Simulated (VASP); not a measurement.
Here is a VASP 6.6.1 calculation.

File POSCAR:

```
ZrSn2O4
1.0
   -2.6032652320      2.6032652320      5.5565973007
    2.6032652320     -2.6032652320      5.5565973007
    2.6032652320      2.6032652320     -5.5565973007
Zr Sn O
1 2 4
Direct
    0.2500000000      0.7500000000      0.5000000000
    0.7500000000      0.2500000000      0.5000000000
    0.5000000000      0.5000000000      0.0000000000
    0.4074232183      0.8368707780     -0.0584918490
    0.1631292220      0.1046373730      0.5705524404
    0.5340849326      0.5925767817      0.4294475596
    0.8953626270      0.4659150674      1.0584918490
```

Contents of INCAR.step1:

```
PREC = Accurate
ENCUT = 520
ISMEAR = -1
SIGMA = 0.03
LREAL = F
LASPH = T
NELM = 100
NBANDS = 41
GGA = PE
ALGO = Normal
EDIFF = 1E-4
LWAVE = T
LCHARG = F
```

Contents of INCAR.step2:

```
PREC = Accurate
ENCUT = 520
EDIFF = 1E-7
ISMEAR = -1
SIGMA = 0.03
LREAL = F
LASPH = T
NELM = 100
ALGO = Normal
ISIF = 2
LWAVE = F
LCHARG = T
METAGGA = R2SCAN
LMIXTAU = T
LUSE_VDW = T
IVDW_NL = 2
BPARAM = 11.95
CPARAM = 0.0093
LELF = T
LVHAR = T
NBANDS = 41
ISTART = 1
```

File KPOINTS:

```
regular mesh
0
Gamma
  8 8 8
```

Potentials or basis: VASP PAW PBE potentials, release 64 (Zr_sv, Sn_d, O).

Command:

```sh
$ cat potpaw_PBE.64/Zr_sv/POTCAR potpaw_PBE.64/Sn_d/POTCAR potpaw_PBE.64/O/POTCAR > POTCAR
$ cp INCAR.step1 INCAR
$ mpirun -np 1 vasp_std > vasp.out
$ cp INCAR.step2 INCAR
$ mpirun -np 1 vasp_std > vasp.out
```

Problem. Estimate the band gap on the k mesh.

Solution. 1.22 eV (least direct gap 1.40 eV).

Problem. Predict the pressure.

Solution. 0.4 GPa.

Forces on the atoms (eV/Å):
```
Zr   0.000  0.000  0.000
Sn   0.000  0.000  0.000
Sn   0.000  0.000  0.000
O    0.026 -0.001 -0.020
O   -0.001 -0.026  0.020
O    0.001  0.026  0.020
O   -0.026  0.001 -0.020
```

Caveat: the PAW data sets were made with another functional, which shifts forces and pressure a little; spin-orbit coupling is left out, which moves the levels of the heavy elements. A k mesh can miss the band edges.
